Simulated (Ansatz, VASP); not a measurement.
SnO in VASP and in Ansatz

Contents of INCAR:

```
ALGO = Normal ; EDIFF = 1E-7
ENCUT = 520 ; GGA = PE
ISIF = 2 ; ISMEAR = -1
LASPH = True ; LCHARG = True
LELF = True ; LREAL = False
LVHAR = True ; LWAVE = False
NBANDS = 28 ; NELM = 60
PREC = Accurate ; SIGMA = 0.01
```

Contents of KPOINTS:

```
k-points
0
Gamma
  8 8 6
```

File POSCAR:

```
SnO
1.0
    3.8020000000     -0.0190100000     -0.0190100000
   -0.0190100000      3.8020000000     -0.0190100000
   -0.0241800000     -0.0241800000      4.8360000000
Sn O
2 2
Direct
    0.0000000000      0.5000000000      0.2385000000
    0.5000000000      0.0000000000      0.7615000000
    0.0000000000      0.0000000000      0.0000000000
    0.5000000000      0.5000000000      0.0000000000
```

Input for Ansatz:

```yaml
crystal:
  lattice:
    - [3.802, -0.01901, -0.01901]
    - [-0.01901, 3.802, -0.01901]
    - [-0.02418, -0.02418, 4.836]
  atoms:
    - { symbol: Sn, position: [0.0, 0.5, 0.2385] }
    - { symbol: Sn, position: [0.5, 0.0, 0.7615] }
    - { symbol: O, position: [0.0, 0.0, 0.0] }
    - { symbol: O, position: [0.5, 0.5, 0.0] }
kpoints:
  mp_grid: { grid: [8, 8, 6] }
  band_path:
    path:
      - [0.0, 0.0, 0.0]
      - [-0.5, 0.5, 0.0]
      - [-0.5, 0.5, 0.5]
      - [0.0, 0.0, 0.5]
      - [0.0, 0.0, 0.0]
      - [-0.5, 0.0, 0.5]
      - [0.0, 0.0, 0.0]
      - [-0.5, 0.0, 0.0]
    npoints: 5
scf:
  occupations: { method: fermi_dirac, width: 0.01 }
hamiltonian:
  xc: pbe
  pseudopotentials: { kind: all_electron, lapw: { basis_error: 0.001 } }
output:
  forces: true
  stress: true
  eigenvalues: true
```

Change from the starting cell: equal xy, yz and zx shear strains of -1 %.

Alike in both runs: task single point; functional PBE; k mesh 8 × 8 × 6; occupations fermi-dirac, width 0.01 eV; no spin polarisation.

```csv
,VASP,Ansatz
version,VASP 6.6.1,Ansatz 0.2.0
potentials or method,"VASP PAW PBE potentials, release 64 (Sn_d, O), cutoff 520 eV","all-electron LAPW, scalar-relativistic"
```

|  | VASP | Ansatz | Ansatz less VASP |
| --- | --- | --- | --- |
| pressure (GPa) | 4.5 | 4.2 | -0.28 |
| traceless stress, the component that is largest in VASP (GPa) | 0.84 | 0.84 | +0.002 |
| rms of the force components (eV/Å) | 0.184 | 0.149 | -0.0351 |

Atom by atom the forces differ by 0.036 eV/Å (rms over components). Ansatz ran all-electron here, and VASP with PAW potentials.
